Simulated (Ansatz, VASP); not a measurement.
**PbS in VASP and in Ansatz**

```
Pb S
1.0
     2.94050   -2.90000    0.00000
     2.94050    2.90000    0.00000
    -1.08005    0.00000   11.94348
Pb S
2 2
Direct
  0.77560 0.77560 0.63638
  0.22440 0.22440 0.36362
  0.26840 0.26840 0.59860
  0.73160 0.73160 0.40140
```

Change from the starting cell: zz strain of +2 %, PAW files.

Alike in both runs: task electric field gradients; functional PBE; k mesh 7 × 7 × 3; occupations fermi-dirac, width 0.01 eV; no spin polarisation.

|  | VASP | Ansatz |
| --- | --- | --- |
| version | VASP 6.6.1 | Ansatz 0.2.0 |
| potentials or method | VASP PAW PBE potentials, release 64 (Pb_d, S) | PAW with Ansatz's default frozen-core files, scalar-relativistic |
| plane-wave cutoff (eV) | 520 | 420 |
| valence electrons in the cell | 40 | 40 |

```tsv
	VASP	Ansatz	Ansatz less VASP
gap on the k mesh at the Fermi level (eV)	1.19	1.19	+0.001
rms of the force components (eV/Å)	0.253	0.253	-0.0007
size of Vzz on the site where it differs most (V/Å²)	70.2	60.4	-9.79
```

Atom by atom the forces differ by 0.002 eV/Å (rms over components). One of these differences is far larger than is usual between the two programs; its cause wasn't traced. The functional is the same, so the differences come from potentials, cutoffs and numerics.

Spin-orbit coupling is off throughout.
